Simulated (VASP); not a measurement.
Wanted: the native input for a VASP 6.6.1 run.

```yaml
Task: single point
Functional: PBE
Potentials_or_basis: VASP PAW PBE potentials, release 64 (Sb, Ta_pv, Ir)
Cutoff: 520 eV
k_mesh: 3 × 2 × 3
Occupations: fermi-dirac, width 0.1 eV
Spin: no spin polarisation
Dipole_correction: no
Further_INCAR_settings: ALGO = Normal; EDIFF = 1e-06; NBANDS = 62
```

The structure of TaSbIr lies in POSCAR:

```
TaSbIr
1.0
    5.7409410000      1.1616050000      0.9893020000
   -1.6862910000      7.0296820000      0.9200640000
   -1.2978670000      0.8252960000      5.9619570000
Sb Ta Ir
4 4 4
Direct
    0.2269244304      0.5691561529      0.6619051631
    0.8346051052      0.3810350411      0.5050507537
    0.3639524995      0.4167803489      0.1089216962
    0.1222968254      0.1188923953      0.9332841369
    0.2839062394      0.7782818955      0.2035849698
    0.8221783570      0.4096445426      0.0240236739
    0.5881695547      0.0738849061      0.9098492057
    0.9384236539      0.8383660619      0.8136578593
    0.9541085803      0.0775354451      0.3677131354
    0.2777441628      0.2533710461      0.5223181861
    0.7504487088      0.7450679349      0.2736986206
    0.5073144635      0.8816306586      0.5545256627
```

The input as run:

INCAR

```
SYSTEM = TaSbIr
PREC = Accurate ; ENCUT = 520
EDIFF = 1E-6 ; ISMEAR = -1
SIGMA = 0.1 ; LREAL = .FALSE.
LASPH = .TRUE. ; NELM = 100
ALGO = Normal ; ISIF = 2
LWAVE = .FALSE. ; LCHARG = .FALSE.
GGA = PE ; NBANDS = 62
```

KPOINTS

```
regular mesh
0
G
  3 2 3
  0 0 0
```

Potentials or basis: VASP PAW PBE potentials, release 64 (Sb, Ta_pv, Ir).

The run is started by

```bash
$ cat potpaw_PBE.64/Sb/POTCAR potpaw_PBE.64/Ta_pv/POTCAR potpaw_PBE.64/Ir/POTCAR > POTCAR
$ mpirun -np 1 vasp_std > vasp.out
```

Results of the run:

The pressure is -5.0 GPa and the largest force is 3.042 eV/Å. The band gap on the k mesh is zero (band 50 reaches 7.20 eV, above the bottom of band 51 at 7.11 eV).

Caveat: the k points lie up to 0.45 Å⁻¹ apart; spin-orbit coupling is left out, which moves the levels of the heavy elements.

Wall time 2.2 min on 1 thread of Intel(R) Xeon(R) 6975P-C (Granite Rapids) (shared host), peak memory 0.41 GiB.
